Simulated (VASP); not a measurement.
# Si (Imma) in VASP: a series of runs

Si is run at these levels: r2SCAN; tasks: single point.

Everything below comes from runs of VASP 6.6.1. Logs are shortened: lines on timing, memory, paths and dates and some standing lists are left out, and cuts for length are marked.

## (1) The cell of the first run

It takes space group Imma (No. 74, orthorhombic). Conventional cell: a = 3.816 Å, b = 3.864 Å, c = 5.431 Å, α = 90.00°, β = 90.00°, γ = 90.00°. Si (site symmetry mm2) has 4 Si at 2.34 to 2.36 Å within 3.1 Å.

## (2) Single point, r2SCAN (strain +0.0125 x Voigt [0, 0, 0, 0, 1, 0])

POSCAR

```
Si
1.0
    0.0169716875      2.7154700000      2.7154700000
    2.7324416875      0.0000000000      2.7324416875
    2.7154700000      2.7154700000      0.0169716875
Si
2
Direct
    0.5000000000      0.5000000000      0.5000000000
    0.7500000000      0.7500000000      0.7500000000
```

INCAR.step1

```
  PREC = Accurate
  ENCUT = 520
  ISMEAR = 0
  SIGMA = 0.05
  LREAL = F
  LASPH = T
  NELM = 100
  NBANDS = 11
  GGA = PE
  ALGO = Normal
  EDIFF = 1E-4
  LWAVE = T
  LCHARG = F
```

INCAR.step2

```
  PREC = Accurate
  ENCUT = 520
  EDIFF = 1E-7
  ISMEAR = 0
  SIGMA = 0.05
  LREAL = F
  LASPH = T
  NELM = 100
  ALGO = Normal
  ISIF = 2
  LWAVE = F
  LCHARG = F
  METAGGA = R2SCAN
  LMIXTAU = T
  NBANDS = 11
  ISTART = 1
```

KPOINTS

```
Automatic mesh
0
Gamma
  10 10 10
```

Potentials or basis: VASP PAW PBE potentials, release 64 (Si).

Run with:

```
$ cat potpaw_PBE.64/Si/POTCAR > POTCAR
$ cp INCAR.step1 INCAR
$ mpirun -np 1 vasp_std > vasp.out
$ cp INCAR.step2 INCAR
$ mpirun -np 1 vasp_std > vasp.out
```

OUTCAR:

```text
PREC = Accurate
   ENCUT = 520
   EDIFF = 1E-7
   ISMEAR = 0
   LREAL = F
   LASPH = T
   NELM = 100
   ISIF = 2
   METAGGA = R2SCAN
   ISTART = 1

 ion  position               nearest neighbor table
   1  0.500  0.500  0.500-   2 2.34   2 2.34   2 2.36   2 2.36
   2  0.750  0.750  0.750-   1 2.34   1 2.34   1 2.36   1 2.36

  LATTYP: Found a body centered orthorhombic cell.
 ALAT       =     3.8162529116
 B/A-ratio  =     1.0125786164
 C/A-ratio  =     1.4231079873

  Lattice vectors:

 A1 = (   0.0169716875,  -2.7154700000,   2.7154700000)
 A2 = (  -0.0169716875,  -2.7154700000,  -2.7154700000)
 A3 = (   2.7154700000,   2.7154700000,   0.0169716875)

Analysis of symmetry for initial positions (statically):
=====================================================================
 Subroutine PRICEL returns:
 Original cell was already a primitive cell.

 Routine SETGRP: Setting up the symmetry group for a
 body centered orthorhombic supercell.

 Subroutine GETGRP returns: Found  8 space group operations
 (whereof  4 operations were pure point group operations)
 out of a pool of  8 trial point group operations.

The static configuration has the point symmetry C_2v.
 The point group associated with its full space group is D_2h.

Analysis of symmetry for dynamics (positions and initial velocities):
=====================================================================
 Subroutine PRICEL returns:
 Original cell was already a primitive cell.

 Routine SETGRP: Setting up the symmetry group for a
 body centered orthorhombic supercell.

 Subroutine GETGRP returns: Found  8 space group operations
 (whereof  4 operations were pure point group operations)
 out of a pool of  8 trial point group operations.

The dynamic configuration has the point symmetry C_2v.
 The point group associated with its full space group is D_2h.

 Subroutine INISYM returns: Found  8 space group operations
 (whereof  4 operations are pure point group operations),
 and found     1 'primitive' translations

----------------------------------------------------------------------------------------

                                     Primitive cell

  volume of cell :      40.0450

  direct lattice vectors                    reciprocal lattice vectors
     0.016971687  2.715470000  2.715470000    -0.185288239  0.184130187  0.185288239
     2.732441688  0.000000000  2.732441688     0.182986522 -0.184130187  0.182986522
     2.715470000  2.715470000  0.016971687     0.185288239  0.184130187 -0.185288239

  length of vectors
     3.840292005  3.864256093  3.840292005     0.320261438  0.317603621  0.320261438

  position of ions in fractional coordinates (direct lattice)
     0.500000000  0.500000000  0.500000000
     0.750000000  0.750000000  0.750000000

  ion indices of the primitive-cell ions
   primitive index   ion index
                 1           1
                 2           2

----------------------------------------------------------------------------------------

 KPOINTS: Automatic mesh

Automatic generation of k-mesh.
 Grid dimensions read from file:
 generate k-points for:   10   10   10

 Generating k-lattice:

  Cartesian coordinates                     Fractional coordinates (reciprocal lattice)
    -0.018528824  0.018413019  0.018528824     0.100000000  0.000000000 -0.000000000
     0.018298652 -0.018413019  0.018298652    -0.000000000  0.100000000 -0.000000000
     0.018528824  0.018413019 -0.018528824    -0.000000000  0.000000000  0.100000000

  Length of vectors
     0.032026144  0.031760362  0.032026144

  Shift w.r.t. Gamma in fractional coordinates (k-lattice)
     0.000000000  0.000000000  0.000000000

 Subroutine IBZKPT returns following result:
 ===========================================

 Found    171 irreducible k-points:

 Following reciprocal coordinates:
            Coordinates               Weight
  0.000000  0.000000  0.000000      1.000000
  0.100000  0.000000 -0.000000      4.000000
  0.200000  0.000000 -0.000000      4.000000
  0.300000  0.000000  0.000000      4.000000
  0.400000  0.000000 -0.000000      4.000000
  0.500000  0.000000  0.000000      2.000000
[... 16 lines left out ...]
 -0.400000  0.200000 -0.000000      8.000000
 -0.300000  0.200000  0.000000      8.000000
 [... further k-points ...]
   k-points           NKPTS =    171   k-points in BZ     NKDIM =    171   number of bands    NBANDS=     11
   number of dos      NEDOS =    301   number of ions     NIONS =      2
   total plane-waves  NPLWV =  27000
   dimension x,y,z NGX =    30 NGY =   30 NGZ =   30
   dimension x,y,z NGXF=    60 NGYF=   60 NGZF=   60
   ions per type =               2
   NGX,Y,Z   is equivalent  to a cutoff of  12.99, 12.91, 12.99 a.u.
   NGXF,Y,Z  is equivalent  to a cutoff of  25.97, 25.81, 25.97 a.u.
 SYSTEM =  unknown system
   PREC   = accura    normal or accurate (medium, high low for compatibility)
   ISTART =      1    job   : 0-new  1-cont  2-samecut
   ICHARG =      0    charge: 1-file 2-atom 10-const
   ISPIN  =      1    spin polarized calculation?
   LNONCOLLINEAR =      F non collinear calculations
   LSORBIT =      F    spin-orbit coupling
   LASPH  =      T    aspherical Exc in radial PAW
   ENCUT  =  520.0 eV  38.22 Ry    6.18 a.u.   7.14  7.18  7.14*2*pi/ulx,y,z
   NELM   =    100;   NELMIN=  2; NELMDL=  0     # of ELM steps
   EDIFF  = 0.1E-06   stopping-criterion for ELM
   LREAL  =      F    real-space projection
   EDIFFG = 0.1E-05   stopping-criterion for IOM
   NSW    =      0    number of steps for IOM
   IBRION =     -1    ionic relax: 0-MD 1-quasi-New 2-CG
   NFREE  =      0    steps in history (QN), initial steepest desc. (CG)
   ISIF   =      2    stress and relaxation
   ISYM   =      2    0-nonsym 1-usesym 2-fastsym
   POTIM  = 0.5000    time-step for ionic-motion
   TEBEG  =    0.0;   TEEND  =   0.0 temperature during run
   PSTRESS=    0.0 pullay stress
   NELECT =       8.0000    total number of electrons
   NUPDOWN=      -1.0000    fix difference up-down
   EMIN   =  10.00;   EMAX   =-10.00  energy-range for DOS
   EFERMI =   0.00;   METHOD = LEGACY
   ISMEAR =     0;   SIGMA  =   0.05  broadening in eV -4-tet -1-fermi 0-gaus
   EFERMI_NEDOS =   21; number of points for ismear=-14 and -15
   IALGO  =     38    algorithm
   IMIX   =      4    mixing-type and parameters
     AMIX     =   0.40;   BMIX     =  1.00
     AMIX_MAG =   1.60;   BMIX_MAG =  1.00
  volume/ion in A,a.u.               =      20.02       135.12
  Fermi-wavevector in a.u.,A,eV,Ry     =   0.957022  1.808510 12.461468  0.915892
  Thomas-Fermi vector in A             =   2.086003
   LORBIT       =      0    0 simple, 1 ext, 2 COOP (PROOUT), +10 PAW based schemes
   METAGGA = R2SCAN    functional components
   LHFCALC =     F    Hartree Fock is set to
   AEXX    =    0.0000 exact exchange contribution
   IVDW    =     0    specifies the selected vdW correction
   LEPSILON=     F    determine dielectric tensor
   LRPA    =     F    only Hartree local field effects (RPA)
 non-spin polarized calculation
 Gauss-broadening in eV      SIGMA  =   0.05
  energy-cutoff  :      520.00
  volume of cell :       40.04
 maximum number of plane-waves:      1094
 NGX is ok and might be reduce to    30
   NGX = 15   NGY = 15   NGZ = 15

 number of electron       8.0000000 magnetization

 Free energy of the ion-electron system (eV)
  ---------------------------------------------------
  ext. energy  EPLUGINS =         0.00000000
  ---------------------------------------------------
  free energy    TOTEN  =       -17.54746588 eV

  energy without entropy =      -17.54746588  energy(sigma->0) =      -17.54746588

 E-fermi :   5.9853     XC(G=0):  -9.8549

 val. band max:        5.7528619103   @ k =   0.0000   0.0000   0.0000
 cond. band min:       6.5121713727   @ k =   0.4000   0.0000   0.4000
 fundamental gap:      0.7593094625
 Fermi energy:         5.9852754213

 k-point     1 :       0.0000    0.0000    0.0000
  band No.  band energies     occupation
      1      -6.7892      2.00000
      2       5.7221      2.00000
      3       5.7356      2.00000
      4       5.7529      2.00000
      5       8.3971      0.00000
      6       8.4803      0.00000
      7       8.5949      0.00000
      8       9.7404      0.00000
      9      13.8639      0.00000
     10      13.8653      0.00000
     11      14.4428      0.00000

 k-point     2 :       0.1000    0.0000   -0.0000
  band No.  band energies     occupation
      1      -6.6498      2.00000
      2       4.5999      2.00000
      3       5.5066      2.00000
      4       5.5247      2.00000
      5       8.5598      0.00000
      6       8.7164      0.00000
      7       8.8598      0.00000
      8      10.6448      0.00000
      9      13.4906      0.00000
     10      13.5071      0.00000
     11      14.9988      0.00000

 k-point     3 :       0.2000    0.0000   -0.0000
  band No.  band energies     occupation
      1      -6.2382      2.00000
      2       2.6606      2.00000
      3       5.0968      2.00000
      4       5.1085      2.00000
      5       8.2430      0.00000
      6       9.2719      0.00000
      7       9.3994      0.00000
      8      12.4286      0.00000
      9      13.1520      0.00000
     10      13.2060      0.00000
     11      15.6086      0.00000
[... 267 lines left out ...]
 k-point    23 :      -0.4000    0.2000   -0.0000
  band No.  band energies     occupation
      1      -3.8936      2.00000
      2      -1.2608      2.00000
      3       2.1497      2.00000
      4       3.9101      2.00000
      5       8.0440      0.00000
      6      10.6734      0.00000
      7      10.8637      0.00000
      8      13.8062      0.00000
      9      14.6879      0.00000
     10      14.8696      0.00000
     11      18.0740      0.00000

 k-point    24 :      -0.3000    0.2000    0.0000
  band No.  band energies     occupation
      1      -4.6029      2.00000
      2      -0.1985      2.00000
      3       2.1207      2.00000
      4       4.3334      2.00000
      5       8.4683      0.00000
      6      10.5685      0.00000
      7      10.7069      0.00000
      8      12.9598      0.00000
      9      13.0992      0.00000
     10      15.9346      0.00000
     11      18.3992      0.00000

 [... further k-points ...]

------------------------ aborting loop because EDIFF is reached ----------------------------------------

  FORCE on cell =-STRESS in cart. coord.  units (eV):
  Direction    XX          YY          ZZ          XY          YZ          ZX
  --------------------------------------------------------------------------------------
  -------------------------------------------------------------------------------------
  Total        0.1242923      0.1225516      0.1242923      0.0000000      0.0000000     -0.3435118
  in kB        4.9728662      4.9032223      4.9728662      0.0000000      0.0000000    -13.7437162
  external PRESSURE =       4.9496516 kB  Pullay stress =       0.0000000 kB

 VOLUME and BASIS-vectors are now :
 -----------------------------------------------------------------------------
  energy-cutoff  :      520.00
  volume of cell :       40.04
      direct lattice vectors                 reciprocal lattice vectors
     0.016971687  2.715470000  2.715470000    -0.185288239  0.184130187  0.185288239
     2.732441688  0.000000000  2.732441688     0.182986522 -0.184130187  0.182986522
     2.715470000  2.715470000  0.016971687     0.185288239  0.184130187 -0.185288239

 POSITION                                       TOTAL-FORCE (eV/Angst)
 -----------------------------------------------------------------------------------
      2.73244      2.71547      2.73244        -0.000000      0.121571     -0.000000
      4.09866      4.07320      4.09866         0.000000     -0.121571      0.000000
 -----------------------------------------------------------------------------------
    total drift:                                0.000000     -0.000000     -0.000000

  FREE ENERGIE OF THE ION-ELECTRON SYSTEM (eV)
  ---------------------------------------------------
  free  energy   TOTEN  =       -17.5474658832 eV

  energy  without entropy=      -17.5474658832  energy(sigma->0) =      -17.54746588
```

Run time: 5.3 min. Hardware: 1 thread of Intel Xeon 8259CL, shared host; peak memory 0.17 GiB.

Results:

- Free energy: -17.5475 eV
- Pressure: 0.5 GPa
- Largest force: 0.122 eV/Å
- Band gap on the k mesh: 0.76 eV (least direct gap 2.64 eV)

Forces in eV/Å, atoms in the order of the input:
```
Si   0.000  0.122  0.000
Si   0.000 -0.122  0.000
```

Caveat: the cell differs from its parent crystal (strain +0.0125 x Voigt [0, 0, 0, 0, 1, 0]); the PAW data sets were made with another functional, which shifts forces and pressure a little.

## (3) Single point, r2SCAN (strain +0.0075 x Voigt [0, 0, 0, 0, 1, 0])

POSCAR

```
Si
1.0
    0.0101830125      2.7154700000      2.7154700000
    2.7256530125      0.0000000000      2.7256530125
    2.7154700000      2.7154700000      0.0101830125
Si
2
Direct
    0.5000000000      0.5000000000      0.5000000000
    0.7500000000      0.7500000000      0.7500000000
```

INCAR.step1

```
ALGO     = Normal         # electronic algorithm
EDIFF    = 1E-4           # SCF threshold, eV
ENCUT    = 520            # plane-wave cutoff, eV
GGA      = PE             # functional
ISMEAR   = 0              # smearing method
LASPH    = True           # aspherical terms in the spheres
LCHARG   = False          # write CHGCAR
LREAL    = False          # projectors in reciprocal space
LWAVE    = True           # write WAVECAR
NBANDS   = 11             # bands
NELM     = 100            # most SCF steps
PREC     = Accurate       # precision mode
SIGMA    = 0.05           # smearing width, eV
```

INCAR.step2

```
ALGO     = Normal         # electronic algorithm
EDIFF    = 1E-7           # SCF threshold, eV
ENCUT    = 520            # plane-wave cutoff, eV
ISIF     = 2              # what is computed and relaxed
ISMEAR   = 0              # smearing method
ISTART   = 1            
LASPH    = True           # aspherical terms in the spheres
LCHARG   = False          # write CHGCAR
LMIXTAU  = True         
LREAL    = False          # projectors in reciprocal space
LWAVE    = False          # write WAVECAR
METAGGA  = R2SCAN         # meta-GGA
NBANDS   = 11             # bands
NELM     = 100            # most SCF steps
PREC     = Accurate       # precision mode
SIGMA    = 0.05           # smearing width, eV
```

KPOINTS

```
k-points
0
Gamma
  10 10 10
```

Potentials or basis: VASP PAW PBE potentials, release 64 (Si).

Run with:

```
$ cat potpaw_PBE.64/Si/POTCAR > POTCAR
$ cp INCAR.step1 INCAR
$ mpirun -np 1 vasp_std > vasp.out
$ cp INCAR.step2 INCAR
$ mpirun -np 1 vasp_std > vasp.out
```

Wall time 5.4 min (1 thread of Intel Xeon 8259CL, shared host); peak memory 0.17 GiB.

It converged, with:

- Free energy: -17.5488 eV
- Pressure: 0.5 GPa
- Largest force: 0.073 eV/Å
- Band gap on the k mesh: 0.77 eV (least direct gap 2.69 eV)

Forces in eV/Å, atoms in the order of the input:
```
Si   0.000  0.073  0.000
Si   0.000 -0.073  0.000
```

Stress tensor (GPa, compression positive):
```
 0.48  0.00 -0.82
 0.00  0.48  0.00
-0.82  0.00  0.48
```

Levels at points of the mesh, in eV from the valence-band top:
```
           k point  band 2  band 3  band 4  band 5  band 6  band 7
(0.00, 0.00, 0.00)   -0.02   -0.01    0.00    2.69    2.74    2.81
(0.50, 0.00, 0.00)   -7.28   -1.30   -1.30    1.84    3.53    3.60
(0.00, 0.50, 0.00)   -7.27   -1.27   -1.26    1.91    3.56    3.63
(0.50, 0.50, 0.00)   -8.17   -3.02   -3.02    0.91    0.91   10.87
(0.50, 0.00, 0.50)   -8.13   -3.06   -2.98    0.87    0.96   10.85
```

Caveat: the cell differs from its parent crystal (strain +0.0075 x Voigt [0, 0, 0, 0, 1, 0]); the PAW data sets were made with another functional, which shifts forces and pressure a little. A k mesh can miss the band edges.

[end of part 1 of 2]
